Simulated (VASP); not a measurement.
# Pt (Cmce) in VASP: a series of runs

Pt is run at these levels: PBEsol; tasks: single point.

All numbers are computed with VASP 6.6.1; they aren't measurements. Logs are shortened: lines on timing, memory, paths and dates and some standing lists are left out, and cuts for length are marked.

## (1) The cell of the first run

Symmetry: Cmce, No. 64, orthorhombic system. The conventional cell has a = 4.283 Å, b = 7.258 Å, c = 4.288 Å, α = 90.00°, β = 90.00°, γ = 90.00°. Pt (site symmetry m) has 7 Pt at 2.31 to 2.65 Å within 3.1 Å.

## (2) Single point, PBEsol

Input file INCAR:

```
SYSTEM = Pt
PREC = Accurate
ENCUT = 520
EDIFF = 1E-7
ISMEAR = 0
SIGMA = 0.1
LREAL = .FALSE.
LASPH = .TRUE.
NELM = 100
ALGO = Normal
ISIF = 2
LWAVE = .FALSE.
LCHARG = .TRUE.
GGA = PS
LELF = .TRUE.
LVHAR = .TRUE.
NBANDS = 28
```

Input file KPOINTS:

```
regular mesh
0
G
  6 6 4
  0 0 0
```

Input file POSCAR:

```
Pt
1.0
    2.1412864732     -3.6290834750      0.0000000000
    2.1412864732      3.6290834750      0.0000000000
    0.0000000000      0.0000000000      4.2882694986
Pt
4
Direct
    0.1525000000      0.8475000000      0.0785000000
    0.6525000000      0.3475000000      0.4215000000
    0.8475000000      0.1525000000      0.9215000000
    0.3475000000      0.6525000000      0.5785000000
```

Potentials or basis: VASP PAW PBE potentials, release 64 (Pt).

Run with:

```
cat potpaw_PBE.64/Pt/POTCAR > POTCAR
mpirun -np 1 vasp_std > vasp.out
```

OUTCAR:

```text
SYSTEM = Pt
   PREC = Accurate
   ENCUT = 520
   EDIFF = 1E-7
   ISMEAR = 0
   LREAL = .FALSE.
   LASPH = .TRUE.
   NELM = 100
   ISIF = 2
   GGA = PS

 ion  position               nearest neighbor table
   1  0.153  0.847  0.078-   3 2.31   4 2.57   4 2.57   2 2.60   2 2.60   3 2.65   3 2.65
   2  0.653  0.347  0.422-   4 2.31   3 2.57   3 2.57   1 2.60   1 2.60   4 2.65   4 2.65
   3  0.847  0.153  0.922-   1 2.31   2 2.57   2 2.57   4 2.60   4 2.60   1 2.65   1 2.65
   4  0.347  0.653  0.578-   2 2.31   1 2.57   1 2.57   3 2.60   3 2.60   2 2.65   2 2.65

  LATTYP: Found a base centered orthorhombic cell.
 ALAT       =     4.2825729464
 B/A-ratio  =     1.6948145521
 C/A-ratio  =     1.0013301705

  Lattice vectors:

 A1 = (   2.1412864732,  -3.6290834750,   0.0000000000)
 A2 = (   2.1412864732,   3.6290834750,   0.0000000000)
 A3 = (   0.0000000000,   0.0000000000,   4.2882694986)

Analysis of symmetry for initial positions (statically):
=====================================================================
 Subroutine PRICEL returns:
 Original cell was already a primitive cell.

 Routine SETGRP: Setting up the symmetry group for a
 base centered orthorhombic supercell.

 Subroutine GETGRP returns: Found  8 space group operations
 (whereof  4 operations were pure point group operations)
 out of a pool of  8 trial point group operations.

The static configuration has the point symmetry C_2h.
 The point group associated with its full space group is D_2h.

Analysis of symmetry for dynamics (positions and initial velocities):
=====================================================================
 Subroutine PRICEL returns:
 Original cell was already a primitive cell.

 Routine SETGRP: Setting up the symmetry group for a
 base centered orthorhombic supercell.

 Subroutine GETGRP returns: Found  8 space group operations
 (whereof  4 operations were pure point group operations)
 out of a pool of  8 trial point group operations.

The dynamic configuration has the point symmetry C_2h.
 The point group associated with its full space group is D_2h.

 Subroutine INISYM returns: Found  8 space group operations
 (whereof  4 operations are pure point group operations),
 and found     1 'primitive' translations

----------------------------------------------------------------------------------------

                                     Primitive cell

  volume of cell :      66.6475

  direct lattice vectors                    reciprocal lattice vectors
     2.141286473 -3.629083475  0.000000000     0.233504487 -0.137775833  0.000000000
[... 86 lines left out ...]
   LSORBIT =      F    spin-orbit coupling
   LASPH  =      T    aspherical Exc in radial PAW
   ENCUT  =  520.0 eV  38.22 Ry    6.18 a.u.   7.83  7.83  7.97*2*pi/ulx,y,z
   NELM   =    100;   NELMIN=  2; NELMDL= -5     # of ELM steps
   EDIFF  = 0.1E-06   stopping-criterion for ELM
   LREAL  =      F    real-space projection
   EDIFFG = 0.1E-05   stopping-criterion for IOM
   NSW    =      0    number of steps for IOM
   IBRION =     -1    ionic relax: 0-MD 1-quasi-New 2-CG
   NFREE  =      0    steps in history (QN), initial steepest desc. (CG)
   ISIF   =      2    stress and relaxation
   ISYM   =      2    0-nonsym 1-usesym 2-fastsym
   POTIM  = 0.5000    time-step for ionic-motion
   TEBEG  =    0.0;   TEEND  =   0.0 temperature during run
   PSTRESS=    0.0 pullay stress
   NELECT =      40.0000    total number of electrons
   NUPDOWN=      -1.0000    fix difference up-down
   EMIN   =  10.00;   EMAX   =-10.00  energy-range for DOS
   EFERMI =   0.00;   METHOD = LEGACY
   ISMEAR =     0;   SIGMA  =   0.10  broadening in eV -4-tet -1-fermi 0-gaus
   EFERMI_NEDOS =   21; number of points for ismear=-14 and -15
   IALGO  =     38    algorithm
   IMIX   =      4    mixing-type and parameters
     AMIX     =   0.40;   BMIX     =  1.00
     AMIX_MAG =   1.60;   BMIX_MAG =  1.00
  volume/ion in A,a.u.               =      16.66       112.44
  Fermi-wavevector in a.u.,A,eV,Ry     =   1.380915  2.609551 25.945300  1.906926
  Thomas-Fermi vector in A             =   2.505748
   LORBIT       =      0    0 simple, 1 ext, 2 COOP (PROOUT), +10 PAW based schemes
   GGA     = PS    functional components
   LHFCALC =     F    Hartree Fock is set to
   AEXX    =    0.0000 exact exchange contribution
   IVDW    =     0    specifies the selected vdW correction
   LEPSILON=     F    determine dielectric tensor
   LRPA    =     F    only Hartree local field effects (RPA)
 non-spin polarized calculation
 Gauss-broadening in eV      SIGMA  =   0.10
  energy-cutoff  :      520.00
  volume of cell :       66.65
 maximum number of plane-waves:      1812
   NGX = 15   NGY = 15   NGZ = 15

 number of electron      40.0000000 magnetization

 Free energy of the ion-electron system (eV)
  ---------------------------------------------------
  ext. energy  EPLUGINS =         0.00000000
  ---------------------------------------------------
  free energy    TOTEN  =       -24.77465515 eV

  energy without entropy =      -24.74356246  energy(sigma->0) =      -24.75910881

 E-fermi :   9.8172     XC(G=0): -12.8263

 val. band max:        9.8116169109   @ k =   0.5000   0.1667   0.0000
 cond. band min:       9.8246332280   @ k =   0.3333  -0.0000   0.0000
 fundamental gap:      0.0130163171
 Fermi energy:         9.8171950027

 k-point     1 :       0.0000    0.0000    0.0000
  band No.  band energies     occupation
      1       0.0127      2.00000
      2       3.1626      2.00000
      3       3.3573      2.00000
      4       3.4505      2.00000
      5       4.1622      2.00000
      6       4.2686      2.00000
[... 733 lines left out ...]
     27      19.1240      0.00000
     28      20.7167      0.00000

 [... further k-points ...]
[... 5 lines left out ...]
  --------------------------------------------------------------------------------------
  -------------------------------------------------------------------------------------
  Total        5.7862466     16.4580764      7.8885937      0.0000000      0.0000000      0.0000000
  in kB      139.0989087    395.6451602    189.6384399      0.0000000      0.0000000      0.0000000
  external PRESSURE =     241.4608363 kB  Pullay stress =       0.0000000 kB

 VOLUME and BASIS-vectors are now :
 -----------------------------------------------------------------------------
  energy-cutoff  :      520.00
  volume of cell :       66.65
      direct lattice vectors                 reciprocal lattice vectors
     2.141286473 -3.629083475  0.000000000     0.233504487 -0.137775833  0.000000000
     2.141286473  3.629083475  0.000000000     0.233504487  0.137775833  0.000000000
     0.000000000  0.000000000  4.288269499     0.000000000  0.000000000  0.233194299

 POSITION                                       TOTAL-FORCE (eV/Angst)
 -----------------------------------------------------------------------------------
      2.14129      2.52221      0.33663         0.000000     -2.214049      0.532219
      2.14129     -1.10687      1.80751         0.000000     -2.214049     -0.532219
      2.14129     -2.52221      3.95164         0.000000      2.214049     -0.532219
      2.14129      1.10687      2.48076         0.000000      2.214049      0.532219
 -----------------------------------------------------------------------------------
    total drift:                               -0.000000     -0.000000     -0.000000

  FREE ENERGIE OF THE ION-ELECTRON SYSTEM (eV)
  ---------------------------------------------------
  free  energy   TOTEN  =       -24.7746551522 eV

  energy  without entropy=      -24.7435624633  energy(sigma->0) =      -24.75910881
```

stdout:

```text
POSCAR found type information on POSCAR Pt
 POSCAR found :  1 types and       4 ions
 scaLAPACK will be used
 -----------------------------------------------------------------------------
|                                                                             |
|                                                                             |
|     You enforced a specific xc type in the INCAR file but a different       |
|     I HOPE YOU KNOW WHAT YOU ARE DOING!                                     |
|                                                                             |
 -----------------------------------------------------------------------------

 LDA part: xc-table for (Slater+PW92), standard interpolation
 POSCAR, INCAR and KPOINTS ok, starting setup
 FFT: planning ... GRIDC
 FFT: planning ... GRID_SOFT
 FFT: planning ... GRID
 WAVECAR not read
 entering main loop
```

Wall time 42 s (1 thread of Intel Xeon Platinum 8259CL at 2.50GHz (Skylake/Cascade Lake), shared host); peak memory 0.2 GiB.

Results:

```
Free energy            : -24.7747 eV
Pressure               : 24.1 GPa
Largest force          : 2.277 eV/Å
Band gap on the k mesh : zero (band 20 reaches 10.10 eV, above the bottom of band 21 at 9.61 eV)
```

Forces in eV/Å, atoms in the order of the input:
```
Pt   0.000 -2.214  0.532
Pt   0.000 -2.214 -0.532
Pt   0.000  2.214 -0.532
Pt   0.000  2.214  0.532
```

Caveat: the k points lie up to 0.37 Å⁻¹ apart; the PAW data sets were made with another functional, which shifts forces and pressure a little; spin-orbit coupling is left out, which moves the levels of the heavy elements.

(Part 1 of 2 ends here.)
